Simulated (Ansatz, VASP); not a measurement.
# One calculation of Cs, two programs

```xyz
1
Lattice="-3.1285 3.1285 3.1285 3.1285 -3.1285 3.1285 3.1285 3.1285 -3.1285" Properties=species:S:1:pos:R:3 pbc="T T T"
Cs    0.0000    0.0000    0.0000
```

Alike in both runs: functional r2SCAN0; k mesh 4 × 4 × 4; occupations fermi-dirac, width 0.05 eV; no spin polarisation.

```csv
,VASP,Ansatz
version,VASP 6.6.1,Ansatz 0.2.0
potentials or method,"VASP PAW PBE potentials, release 64 (Cs_sv)",Ansatz PAW
plane-wave cutoff (eV),520,500
valence electrons in the cell,9,9
task,single point,projected density of states
```

```csv
,VASP,Ansatz,Ansatz less VASP
gap on the k mesh at the Fermi level (eV),none,none,-
pressure (GPa),0.1,0.1,+0.02
```

VASP's potentials were made for PBE, not for r2SCAN0. A gap of «none» marks a metal or a gap that the smearing closes.

Neither program's run includes spin-orbit coupling.
